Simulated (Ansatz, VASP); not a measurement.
**One calculation of K2S, two programs**

File INCAR:

```
SYSTEM = K2S
PREC     = Accurate       ! precision mode
ENCUT    = 500            ! plane-wave cutoff, eV
EDIFF    = 1E-6           ! SCF threshold, eV
ISMEAR   = 0              ! smearing method
SIGMA    = 0.02           ! smearing width, eV
LREAL    = .False.        ! projectors in reciprocal space
LASPH    = .True.         ! aspherical terms in the spheres
NELM     = 120            ! most SCF steps
ALGO     = Normal         ! electronic algorithm
ISIF     = 2              ! what is computed and relaxed
LWAVE    = .False.        ! write WAVECAR
LCHARG   = .False.        ! write CHGCAR
GGA      = PE             ! functional
NBANDS   = 19             ! bands
GGA_COMPAT= .False.
```

Contents of KPOINTS:

```
regular mesh
0
Gamma
  6 6 6
  0 0 0
```

The input POSCAR:

```
K2S
1.0
    0.0000000000      3.7306299197      3.7306299197
    3.7306299197      0.0000000000      3.7306299197
    3.7306299197      3.7306299197      0.0000000000
K S
2 1
Direct
    0.2500000000      0.2500000000      0.2500000000
    0.7500000000      0.7500000000      0.7500000000
    0.0000000000      0.0000000000      0.0000000000
```

Input for Ansatz:

```yaml
crystal:
  lattice:
    - [0.0, 3.7306299197, 3.7306299197]
    - [3.7306299197, 0.0, 3.7306299197]
    - [3.7306299197, 3.7306299197, 0.0]
  atoms:
    - { symbol: K, position: [0.25, 0.25, 0.25] }
    - { symbol: K, position: [0.75, 0.75, 0.75] }
    - { symbol: S, position: [0.0, 0.0, 0.0] }
basis:
  ecutwfc: 420
kpoints:
  mp_grid: { grid: [6, 6, 6] }
hamiltonian:
  xc: pbe
scf:
  occupations: { method: gaussian, width: 0.02 }
output:
  forces: false
  stress: false
  eigenvalues: true
  eigenstates:
    kpoints:
      - [0.0, 0.5, 0.5]
      - [0.0, 0.511874964, 0.511874964]
      - [0.0, 0.488125036, 0.488125036]
      - [0.011874964, 0.5, 0.511874964]
      - [-0.011874964, 0.5, 0.488125036]
      - [0.011874964, 0.511874964, 0.5]
      - [-0.011874964, 0.488125036, 0.5]
      - [0.008396867, 0.508396867, 0.516793735]
      - [-0.008396867, 0.491603133, 0.483206265]
      - [0.008396867, 0.516793735, 0.508396867]
      - [-0.008396867, 0.483206265, 0.491603133]
      - [0.016793735, 0.508396867, 0.508396867]
      - [-0.016793735, 0.491603133, 0.491603133]
      - [0.013712027, 0.513712027, 0.513712027]
      - [-0.013712027, 0.486287973, 0.486287973]
      - [0.0, 0.0, 0.0]
      - [0.0, 0.011874964, 0.011874964]
      - [0.0, -0.011874964, -0.011874964]
      - [0.011874964, 0.0, 0.011874964]
      - [-0.011874964, 0.0, -0.011874964]
      - [0.011874964, 0.011874964, 0.0]
      - [-0.011874964, -0.011874964, 0.0]
      - [0.008396867, 0.008396867, 0.016793735]
      - [-0.008396867, -0.008396867, -0.016793735]
      - [0.008396867, 0.016793735, 0.008396867]
      - [-0.008396867, -0.016793735, -0.008396867]
      - [0.016793735, 0.008396867, 0.008396867]
      - [-0.016793735, -0.008396867, -0.008396867]
      - [0.013712027, 0.013712027, 0.013712027]
      - [-0.013712027, -0.013712027, -0.013712027]
    e_range: [-3.823856, 3.823856]
checkpoint:
  read: start.run
  write: ck
  compress: false
  write_wavefunctions: false
  write_every: 100000
```

Alike in both runs: task single point; functional PBE; k mesh 6 × 6 × 6; occupations gaussian, width 0.02 eV; no spin polarisation.

|  | VASP | Ansatz |
| --- | --- | --- |
| version | VASP 6.6.1 | Ansatz 0.2.0 |
| potentials or method | VASP PAW PBE potentials, release 64 (K_sv, S), cutoff 500 eV | scalar-relativistic, plane waves, PAW |
| valence electrons in the cell | 24 | 24 |

```tsv
	VASP	Ansatz	Ansatz less VASP
gap on the k mesh at the Fermi level (eV)	2.32	2.32	+0.002
least direct gap on the mesh (eV)	2.50	2.50	+0.003
```

With one functional, cell and mesh, what is left measures potentials, basis and numerics.
